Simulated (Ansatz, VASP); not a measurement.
## ZnS in VASP and in Ansatz

Contents of INCAR:

```
SYSTEM = ZnS
ALGO = Normal ; EDIFF = 1E-6
ENCUT = 500 ; GGA = PS
GGA_COMPAT = .FALSE. ; ISIF = 2
ISMEAR = -1 ; IVDW = 12
LASPH = .TRUE. ; LCHARG = .FALSE.
LREAL = .FALSE. ; LWAVE = .FALSE.
NBANDS = 16 ; NELM = 120
PREC = Accurate ; SIGMA = 0.02
```

The input KPOINTS:

```
k-points
0
G
  6 6 6
  0 0 0
```

POSCAR

```
ZnS
1.0
    0.0000000000      2.5310227333      2.5310227333
    2.5310227333      0.0000000000      2.5310227333
    2.5310227333      2.5310227333      0.0000000000
Zn S
1 1
Direct
    0.0000000000      0.0000000000      0.0000000000
    0.5000000000      0.5000000000      0.5000000000
```

Input for Ansatz:

```yaml
crystal:
  lattice:
    - [0.0, 2.5310227333, 2.5310227333]
    - [2.5310227333, 0.0, 2.5310227333]
    - [2.5310227333, 2.5310227333, 0.0]
  atoms:
    - { symbol: Zn, position: [0.0, 0.0, 0.0] }
    - { symbol: S, position: [0.5, 0.5, 0.5] }
kpoints:
  mp_grid: { grid: [6, 6, 6] }
hamiltonian:
  xc: pbesol
  dispersion: d3bj
scf:
  occupations: { method: fermi_dirac, width: 0.02 }
  n_extra_bands: 4
output:
  forces: true
  stress: true
  eigenvalues: true
```

Alike in both runs: task single point; functional PBEsol; dispersion D3(BJ); k mesh 6 × 6 × 6; occupations fermi-dirac, width 0.02 eV; no spin polarisation.

```csv
,VASP,Ansatz
version,VASP 6.6.1,Ansatz 0.2.0
potentials or method,"VASP PAW PBE potentials, release 64 (Zn, S)",plane waves
plane-wave cutoff (eV),500,420
valence electrons in the cell,18,18
```

```tsv
	VASP	Ansatz	Ansatz less VASP
pressure (GPa)	-5.3	-5.5	-0.24
```

VASP's potentials were made for PBE, not for PBEsol.
